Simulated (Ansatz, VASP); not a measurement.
# GaMo: VASP beside Ansatz

POSCAR

```
GaMo
1.0
    0.0000000000      3.3420210000      0.0000000000
    3.3420210000      0.0000000000      0.0000000000
    1.6710110000      1.6710110000     -5.6544320000
Ga Mo
2 2
Direct
    0.4160000000      0.4160000000      0.1680000000
    0.1660000000      0.6660000000      0.6680000000
    0.0000000000      0.0000000000      0.0000000000
    0.7500000000      0.2500000000      0.5000000000
```

Contents of INCAR.step1:

```
PREC = Accurate
ENCUT = 520
ISMEAR = 1
SIGMA = 0.0198
LREAL = False
LASPH = True
NELM = 100
NBANDS = 35
GGA = PE
ALGO = Normal
EDIFF = 1E-4
LWAVE = True
LCHARG = False
```

INCAR.step2

```
PREC = Accurate
ENCUT = 520
EDIFF = 1E-7
ISMEAR = 1
SIGMA = 0.0198
LREAL = False
LASPH = True
NELM = 100
ALGO = Normal
ISIF = 2
LWAVE = False
LCHARG = False
METAGGA = R2SCAN
LMIXTAU = True
NBANDS = 35
ISTART = 1
```

File KPOINTS:

```
Automatic mesh
0
Gamma
  8 8 8
```

Input for Ansatz:

```yaml
crystal:
  lattice:
    - [0.0, 3.342021, 0.0]
    - [3.342021, 0.0, 0.0]
    - [1.671011, 1.671011, -5.654432]
  atoms:
    - { symbol: Ga, position: [0.416, 0.416, 0.168] }
    - { symbol: Ga, position: [0.166, 0.666, 0.668] }
    - { symbol: Mo, position: [0.0, 0.0, 0.0] }
    - { symbol: Mo, position: [0.75, 0.25, 0.5] }
  symmetry: { tolerance: 0.0003 }
kpoints:
  mp_grid: { grid: [8, 8, 8], shift: [0, 0, 0] }
  band_path:
    path:
      - [0.0, 0.0, 0.0]
      - [0.5, 0.5, 0.5]
      - [0.5, 0.5, 0.75]
      - [0.5, 0.0, 0.5]
      - [0.0, 0.0, 0.0]
      - [0.0, 0.0, 0.5]
      - [0.4563333, 0.0, 0.72816665]
      - [0.5436667, 0.0, 0.27183335]
      - [0.0, 0.0, 0.0]
      - [0.5, 0.5, 0.5]
      - [0.5436667, 0.4563333, 0.5]
    npoints: 6
magnetization:
  spin_polarized: false
scf:
  occupations: { method: cold, width: 0.0198 }
  lower_state_search: "off"
  max_iter: 200
hamiltonian:
  pseudopotentials: { kind: paw }
  xc: r2scan
basis:
  ecutwfc: 500
  fft_grid_basis: typed
output:
  forces: true
  stress: true
  eigenvalues: true
  bader: true
  populations: true
  elf: true
  write_potential: true
  volumetric_format: npy
  dos:
    e_range: [-12, 8]
    de: 0.05
    projected: { site_lists: { Ga: [Ga], Mo: [Mo] } }
checkpoint:
  read: saved_state
```

Alike in both runs: task single point; functional r2SCAN; k mesh 8 × 8 × 8; no spin polarisation.

```csv
,VASP,Ansatz
version,VASP 6.6.1,Ansatz 0.2.0
potentials or method,"VASP PAW PBE potentials, release 64 (Ga_d, Mo_sv), cutoff 520 eV",PAW plane waves
occupations,"methfessel-paxton of order 1, width 0.0198 eV","cold, width 0.0198 eV"
valence electrons in the cell,54,54
```

VASP gave:

| Quantity | Value |
| --- | --- |
| pressure (GPa) | 7.9 |
| traceless stress, the component that is largest in VASP (GPa) | -0.21 |
| rms of the force components (eV/Å) | 0.096 |

Task: Which values does Ansatz return?

Result: Pressure (GPa): 7.4; traceless stress, the component that is largest in VASP (GPa): -0.17; rms of the force components (eV/Å): 0.094.

VASP's potentials were made for PBE, not for r2SCAN. Atom by atom the forces differ by 0.002 eV/Å (rms over components).
